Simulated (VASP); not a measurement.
# CdO (Monteponite) (Fm-3m) in VASP: a series of runs

Aim: see how the results for CdO (Monteponite) move with the level of theory and the settings. Levels: r2SCAN, LDA. Tasks: single point.

All numbers are computed with VASP 6.6.1; they aren't measurements. Logs are shortened: lines on timing, memory, paths and dates and some standing lists are left out, and cuts for length are marked.

### Step 1. The cell of the first run

Symmetry: Fm-3m, No. 225, cubic system. The conventional cell has a = 4.706 Å, b = 4.706 Å, c = 4.706 Å, α = 90.00°, β = 90.00°, γ = 90.00°. Cd (site symmetry m-3m) has 6 O at 2.35 Å within 3.1 Å. O (site symmetry m-3m) has 6 Cd at 2.35 Å within 3.1 Å.

### Step 2. Single point, r2SCAN

POSCAR

```
CdO
1.0
    0.0000000000      2.3530040401      2.3530040401
    2.3530040401      0.0000000000      2.3530040401
    2.3530040401      2.3530040401      0.0000000000
Cd O
1 1
Direct
    0.0000000000      0.0000000000      0.0000000000
    0.5000000000      0.5000000000      0.5000000000
```

INCAR.step1

```
ALGO = Normal
EDIFF = 1E-5
ENCUT = 660
GGA = PE
GGA_COMPAT = False
ISMEAR = -1
LASPH = True
LCHARG = False
LREAL = False
LWAVE = True
NBANDS = 16
NELM = 120
PREC = Accurate
SIGMA = 0.02
```

INCAR.step2

```
ALGO = Normal
EDIFF = 1E-6
ENCUT = 660
GGA_COMPAT = False
ISIF = 2
ISMEAR = -1
ISTART = 1
LASPH = True
LCHARG = False
LMIXTAU = True
LREAL = False
LWAVE = False
METAGGA = R2SCAN
NBANDS = 16
NELM = 120
PREC = Accurate
SIGMA = 0.02
```

KPOINTS

```
k-points
0
Gamma
  3 3 3
```

Potentials or basis: VASP PAW PBE potentials, release 64 (Cd, O).

The run is started by

```
$ cat potpaw_PBE.64/Cd/POTCAR potpaw_PBE.64/O/POTCAR > POTCAR
$ cp INCAR.step1 INCAR
$ mpirun -np 1 vasp_std > vasp.out
$ cp INCAR.step2 INCAR
$ mpirun -np 1 vasp_std > vasp.out
```

OUTCAR:

```text
EDIFF = 1E-6
   ENCUT = 660
   ISIF = 2
   ISMEAR = -1
   ISTART = 1
   LASPH = True
   LREAL = False
   METAGGA = R2SCAN
   NELM = 120
   PREC = Accurate

 ion  position               nearest neighbor table
   1  0.000  0.000  0.000-   2 2.35   2 2.35   2 2.35   2 2.35   2 2.35   2 2.35
   2  0.500  0.500  0.500-   1 2.35   1 2.35   1 2.35   1 2.35   1 2.35   1 2.35

  LATTYP: Found a face centered cubic cell.
 ALAT       =     4.7060080802

  Lattice vectors:

 A1 = (   0.0000000000,   2.3530040401,   2.3530040401)
 A2 = (   2.3530040401,   0.0000000000,   2.3530040401)
 A3 = (   2.3530040401,   2.3530040401,   0.0000000000)

Analysis of symmetry for initial positions (statically):
=====================================================================
 Subroutine PRICEL returns:
 Original cell was already a primitive cell.

 Routine SETGRP: Setting up the symmetry group for a
 face centered cubic supercell.

 Subroutine GETGRP returns: Found 48 space group operations
 (whereof 48 operations were pure point group operations)
 out of a pool of 48 trial point group operations.

The static configuration has the point symmetry O_h .

Analysis of symmetry for dynamics (positions and initial velocities):
=====================================================================
 Subroutine PRICEL returns:
 Original cell was already a primitive cell.

 Routine SETGRP: Setting up the symmetry group for a
 face centered cubic supercell.

 Subroutine GETGRP returns: Found 48 space group operations
 (whereof 48 operations were pure point group operations)
 out of a pool of 48 trial point group operations.

The dynamic configuration has the point symmetry O_h .

 Subroutine INISYM returns: Found 48 space group operations
 (whereof 48 operations are pure point group operations),
 and found     1 'primitive' translations

----------------------------------------------------------------------------------------

                                     Primitive cell

  volume of cell :      26.0554

  direct lattice vectors                    reciprocal lattice vectors
     0.000000000  2.353004040  2.353004040    -0.212494323  0.212494323  0.212494323
     2.353004040  0.000000000  2.353004040     0.212494323 -0.212494323  0.212494323
     2.353004040  2.353004040  0.000000000     0.212494323  0.212494323 -0.212494323

  length of vectors
     3.327650226  3.327650226  3.327650226     0.368050963  0.368050963  0.368050963

[... 58 lines left out ...]
   NELM   =    120;   NELMIN=  2; NELMDL=  0     # of ELM steps
   EDIFF  = 0.1E-05   stopping-criterion for ELM
   LREAL  =      F    real-space projection
   EDIFFG = 0.1E-04   stopping-criterion for IOM
   NSW    =      0    number of steps for IOM
   IBRION =     -1    ionic relax: 0-MD 1-quasi-New 2-CG
   NFREE  =      0    steps in history (QN), initial steepest desc. (CG)
   ISIF   =      2    stress and relaxation
   ISYM   =      2    0-nonsym 1-usesym 2-fastsym
   POTIM  = 0.5000    time-step for ionic-motion
   TEBEG  =    0.0;   TEEND  =   0.0 temperature during run
   PSTRESS=    0.0 pullay stress
   NELECT =      18.0000    total number of electrons
   NUPDOWN=      -1.0000    fix difference up-down
   EMIN   =  10.00;   EMAX   =-10.00  energy-range for DOS
   EFERMI =   0.00;   METHOD = LEGACY
   ISMEAR =    -1;   SIGMA  =   0.02  broadening in eV -4-tet -1-fermi 0-gaus
   EFERMI_NEDOS =   21; number of points for ismear=-14 and -15
   IALGO  =     38    algorithm
   IMIX   =      4    mixing-type and parameters
     AMIX     =   0.40;   BMIX     =  1.00
     AMIX_MAG =   1.60;   BMIX_MAG =  1.00
  volume/ion in A,a.u.               =      13.03        87.92
  Fermi-wavevector in a.u.,A,eV,Ry     =   1.447215  2.734839 28.496459  2.094431
  Thomas-Fermi vector in A             =   2.565195
   LORBIT       =      0    0 simple, 1 ext, 2 COOP (PROOUT), +10 PAW based schemes
   METAGGA = R2SCAN    functional components
   LHFCALC =     F    Hartree Fock is set to
   AEXX    =    0.0000 exact exchange contribution
   IVDW    =     0    specifies the selected vdW correction
   LEPSILON=     F    determine dielectric tensor
   LRPA    =     F    only Hartree local field effects (RPA)
 non-spin polarized calculation
  energy-cutoff  :      660.00
  volume of cell :       26.06
 maximum number of plane-waves:      1018
   NGX = 13   NGY = 13   NGZ = 13

 number of electron      18.0000002 magnetization

 Free energy of the ion-electron system (eV)
  ---------------------------------------------------
  ext. energy  EPLUGINS =         0.00000000
  ---------------------------------------------------
  free energy    TOTEN  =       -28.43343114 eV

  energy without entropy =      -28.43338897  energy(sigma->0) =      -28.43341006

 E-fermi :   1.6417     XC(G=0): -12.2868

 val. band max:        1.4576288634   @ k =   0.3333   0.0000   0.0000
 cond. band min:       1.7701963096   @ k =   0.0000   0.0000   0.0000
 fundamental gap:      0.3125674462
 Fermi energy:         1.6416533731

 k-point     1 :       0.0000    0.0000    0.0000
  band No.  band energies     occupation
      1     -16.4852      2.00000
      2      -5.2058      2.00000
      3      -5.2058      2.00000
      4      -5.2058      2.00000
      5      -4.8882      2.00000
      6      -4.8882      2.00000
[... 53 lines left out ...]
      3      -5.3978      2.00000
      4      -5.1873      2.00000
      5      -4.6895      2.00000
      6      -4.5562      2.00000
[... 8 lines left out ...]
     15      23.3523      0.00000
     16      26.1030      0.00000

------------------------ aborting loop because EDIFF is reached ----------------------------------------

  FORCE on cell =-STRESS in cart. coord.  units (eV):
  Direction    XX          YY          ZZ          XY          YZ          ZX
  --------------------------------------------------------------------------------------
  -------------------------------------------------------------------------------------
  Total        0.2826016      0.2826016      0.2826016     -0.0000000     -0.0000000      0.0000000
  in kB       17.3774983     17.3774983     17.3774983     -0.0000000     -0.0000000      0.0000000
  external PRESSURE =      17.3774983 kB  Pullay stress =       0.0000000 kB

 VOLUME and BASIS-vectors are now :
 -----------------------------------------------------------------------------
  energy-cutoff  :      660.00
  volume of cell :       26.06
      direct lattice vectors                 reciprocal lattice vectors
     0.000000000  2.353004040  2.353004040    -0.212494323  0.212494323  0.212494323
     2.353004040  0.000000000  2.353004040     0.212494323 -0.212494323  0.212494323
     2.353004040  2.353004040  0.000000000     0.212494323  0.212494323 -0.212494323

 POSITION                                       TOTAL-FORCE (eV/Angst)
 -----------------------------------------------------------------------------------
      0.00000      0.00000      0.00000         0.000000      0.000000      0.000000
      2.35300      2.35300      2.35300         0.000000      0.000000     -0.000000
 -----------------------------------------------------------------------------------
    total drift:                                0.000000      0.000000      0.000000

  FREE ENERGIE OF THE ION-ELECTRON SYSTEM (eV)
  ---------------------------------------------------
  free  energy   TOTEN  =       -28.4334311380 eV

  energy  without entropy=      -28.4333889728  energy(sigma->0) =      -28.43341006
```

Wall time 12 s (1 thread of Intel Xeon 6975P-C (Granite Rapids), shared host); peak memory 0.16 GiB.

Results:

| Quantity | Value |
| --- | --- |
| Free energy | -28.4334 eV |
| Pressure | 1.7 GPa |
| Band gap on the k mesh | 0.31 eV, indirect (least direct gap 1.32 eV) |

Levels at points of the mesh, in eV from the valence-band top:
```
           k point  band 7  band 8  band 9  band 10  band 11  band 12
(0.00, 0.00, 0.00)   -1.00   -1.00   -1.00     0.31    15.91    17.96
```

Caveat: the k points lie up to 0.77 Å⁻¹ apart; the PAW data sets were made with another functional, which shifts forces and pressure a little.

### Step 3. Single point, LDA

INCAR

```
PREC = Accurate
ENCUT = 600
EDIFF = 1E-6
ISMEAR = -1
SIGMA = 0.02
LREAL = False
LASPH = True
NELM = 120
ALGO = Normal
ISIF = 2
LWAVE = False
LCHARG = False
NBANDS = 16
GGA_COMPAT = False
```

KPOINTS

```
Automatic mesh
0
Gamma
  6 6 6
```

POSCAR is that of step 2.

Potentials or basis: VASP PAW LDA potentials, release 64 (Cd, O).

The run is started by

```
$ cat potpaw_LDA.64/Cd/POTCAR potpaw_LDA.64/O/POTCAR > POTCAR
$ mpirun -np 1 vasp_std > vasp.out
```

It took 4.3 s on 1 thread of Intel Xeon 6975P-C (Granite Rapids), shared host; peak memory 0.14 GiB.

It converged, with:

- Free energy: -9.3301 eV
- Pressure: -5.2 GPa
- Band gap on the k mesh: zero (band 9 reaches 1.74 eV, above the bottom of band 10 at 1.22 eV)

Levels at points of the mesh, in eV from the Fermi level:
```tsv
k point	band 7	band 8	band 9	band 10	band 11	band 12
(0.00, 0.00, 0.00)	-1.40	-1.40	-1.40	-0.56	14.77	16.81
(0.50, 0.00, 0.00)	-3.88	-0.04	-0.04	4.25	7.09	11.63
(0.50, 0.50, 0.00)	-4.44	-2.39	-2.39	3.60	8.33	11.05
```

Caveat: the k points lie up to 0.39 Å⁻¹ apart.

### Step 4. Single point, r2SCAN

POSCAR is that of step 3.

INCAR.step1

```
SYSTEM = CdO
PREC = Accurate ; ENCUT = 660
ISMEAR = -1 ; SIGMA = 0.02
LREAL = .FALSE. ; LASPH = .TRUE.
NELM = 120 ; NBANDS = 16
GGA = PE ; ALGO = Normal
EDIFF = 1E-5 ; LWAVE = .TRUE.
LCHARG = .FALSE. ; GGA_COMPAT = .FALSE.
```

INCAR.step2

```
SYSTEM = CdO
PREC = Accurate ; ENCUT = 660
EDIFF = 1E-6 ; ISMEAR = -1
SIGMA = 0.02 ; LREAL = .FALSE.
LASPH = .TRUE. ; NELM = 120
ALGO = Normal ; ISIF = 2
LWAVE = .FALSE. ; LCHARG = .FALSE.
METAGGA = R2SCAN ; LMIXTAU = .TRUE.
NBANDS = 16 ; ISTART = 1
GGA_COMPAT = .FALSE.
```

KPOINTS

```
regular mesh
0
G
  6 6 6
  0 0 0
```

Potentials or basis: VASP PAW PBE potentials, release 64 (Cd, O).

The run is started by

```
$ cat potpaw_PBE.64/Cd/POTCAR potpaw_PBE.64/O/POTCAR > POTCAR
$ cp INCAR.step1 INCAR
$ mpirun -np 1 vasp_std > vasp.out
$ cp INCAR.step2 INCAR
$ mpirun -np 1 vasp_std > vasp.out
```

It took 21 s on 1 thread of Intel Xeon 6975P-C (Granite Rapids), shared host; peak memory 0.16 GiB.

The run converged. Its results:

```
Free energy            : -28.5605 eV
Pressure               : 1.6 GPa
Band gap on the k mesh : 0.07 eV, indirect (least direct gap 1.40 eV)
```

Levels at points of the mesh, in eV from the valence-band top:
```
           k point  band 5  band 6  band 7  band 8  band 9  band 10  band 11  band 12  band 13  band 14
(0.00, 0.00, 0.00)   -6.55   -6.55   -1.33   -1.33   -1.33     0.07    15.71    17.74    17.74    17.74
(0.50, 0.00, 0.00)   -6.33   -6.33   -3.82    0.00    0.00     5.07     8.00    12.80    12.80    18.51
(0.50, 0.50, 0.00)   -6.20   -5.88   -4.30   -2.31   -2.31     4.55     9.31    11.77    14.32    14.32
```

Caveat: the PAW data sets were made with another functional, which shifts forces and pressure a little. A k mesh can miss the band edges.

### Step 5. Single point, r2SCAN

POSCAR is that of step 4.

INCAR.step1

```
PREC     = Accurate       # precision mode
ENCUT    = 660            # plane-wave cutoff, eV
ISMEAR   = 1              # smearing method
SIGMA    = 0.5            # smearing width, eV
LREAL    = False          # projectors in reciprocal space
LASPH    = True           # aspherical terms in the spheres
NELM     = 120            # most SCF steps
NBANDS   = 16             # bands
GGA      = PE             # functional
ALGO     = Normal         # electronic algorithm
EDIFF    = 1E-5           # SCF threshold, eV
LWAVE    = True           # write WAVECAR
LCHARG   = False          # write CHGCAR
GGA_COMPAT= False
```

INCAR.step2

```
PREC     = Accurate       # precision mode
ENCUT    = 660            # plane-wave cutoff, eV
EDIFF    = 1E-6           # SCF threshold, eV
ISMEAR   = 1              # smearing method
SIGMA    = 0.5            # smearing width, eV
LREAL    = False          # projectors in reciprocal space
LASPH    = True           # aspherical terms in the spheres
NELM     = 120            # most SCF steps
ALGO     = Normal         # electronic algorithm
ISIF     = 2              # what is computed and relaxed
LWAVE    = False          # write WAVECAR
LCHARG   = True           # write CHGCAR
METAGGA  = R2SCAN         # meta-GGA
LMIXTAU  = True         
LELF     = True           # ELF
LVHAR    = True         
NBANDS   = 16             # bands
ISTART   = 1            
GGA_COMPAT= False
```

KPOINTS

```
regular mesh
0
Gamma
  6 6 6
```

The run is started by

```
$ cat potpaw_PBE.64/Cd/POTCAR potpaw_PBE.64/O/POTCAR > POTCAR
$ cp INCAR.step1 INCAR
$ mpirun -np 1 vasp_std > vasp.out
$ cp INCAR.step2 INCAR
$ mpirun -np 1 vasp_std > vasp.out
```

It took 28 s on 1 thread of Intel Xeon 6975P-C (Granite Rapids), shared host; peak memory 0.16 GiB.

The run converged. Its results:

| Property | Result |
| --- | --- |
| Free energy | -28.5547 eV |
| Pressure | 1.5 GPa |

Levels at points of the mesh, in eV from the Fermi level:
```tsv
k point	band 7	band 8	band 9	band 10	band 11	band 12
(0.00, 0.00, 0.00)	-1.57	-1.57	-1.57	-0.17	15.47	17.51
(0.50, 0.00, 0.00)	-4.06	-0.24	-0.24	4.83	7.76	12.56
(0.50, 0.50, 0.00)	-4.54	-2.55	-2.55	4.32	9.07	11.53
```

Caveat: the k points lie up to 0.39 Å⁻¹ apart; the PAW data sets were made with another functional, which shifts forces and pressure a little.

### Step 6. Overview

| level | potentials or basis | k mesh | cutoff (eV) | smearing | gap on the mesh (eV) | pressure (GPa) |
| --- | --- | --- | --- | --- | --- | --- |
| r2SCAN | VASP PAW PBE potentials, release 64 (Cd, O) | 3 × 3 × 3 | 660 | fermi-dirac 0.02 eV | 0.31 | 1.7 |
| LDA | VASP PAW LDA potentials, release 64 (Cd, O) | 6 × 6 × 6 | 600 | fermi-dirac 0.02 eV | none | -5.2 |
| r2SCAN | VASP PAW PBE potentials, release 64 (Cd, O) | 6 × 6 × 6 | 660 | fermi-dirac 0.02 eV | 0.07 | 1.6 |
| r2SCAN | VASP PAW PBE potentials, release 64 (Cd, O) | 6 × 6 × 6 | 660 | methfessel-paxton 0.5 eV | - | 1.5 |

Alike in all rows: task single point; no spin polarisation; cell as given.

Caveats: some runs use coarse meshes; the PAW data sets were made with another functional, which shifts forces and pressure a little (some runs).

Total energies depend on the potentials used, so only differences within one code and one set of settings carry meaning.
